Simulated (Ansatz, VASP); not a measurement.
**MoS2 in VASP and in Ansatz**

```
Mo S
1.0
     3.17302    0.00000    0.00000
    -1.58651    2.61849    0.00000
     0.00000    0.00000   12.43591
Mo S
2 4
Direct
  0.66581 0.33162 0.25000
  0.33419 0.66838 0.75000
  0.32941 0.65882 0.37699
  0.67059 0.34118 0.87699
  0.32941 0.65882 0.12301
  0.67059 0.34118 0.62301
```

Change from the starting cell: uniaxial_y strain -4.7%.

Alike in both runs: task single point; functional r2SCAN; k mesh 12 × 12 × 2; no spin polarisation.

|  | VASP | Ansatz |
| --- | --- | --- |
| version | VASP 6.6.1 | Ansatz 0.2.0 |
| potentials or method | VASP PAW PBE potentials, release 64 (Mo_sv, S) | plane waves, PAW |
| plane-wave cutoff (eV) | 520 | 500 |
| occupations | gaussian, width 0.01 eV | fixed |
| valence electrons in the cell | 52 | 52 |

VASP gave:

| Quantity | Value |
| --- | --- |
| gap on the k mesh at the Fermi level (eV) | 1.12 |
| pressure (GPa) | 6.8 |
| traceless stress, the component that is largest in VASP (GPa) | 7.26 |
| rms of the force components (eV/Å) | 0.024 |

Question: Estimate Ansatz's values.

Answer: gap on the k mesh at the Fermi level (eV): 1.11; pressure (GPa): 6.7; traceless stress, the component that is largest in VASP (GPa): 7.22; rms of the force components (eV/Å): 0.026.

VASP's potentials were made for PBE, not for r2SCAN. Atom by atom the forces differ by 0.002 eV/Å (rms over components).
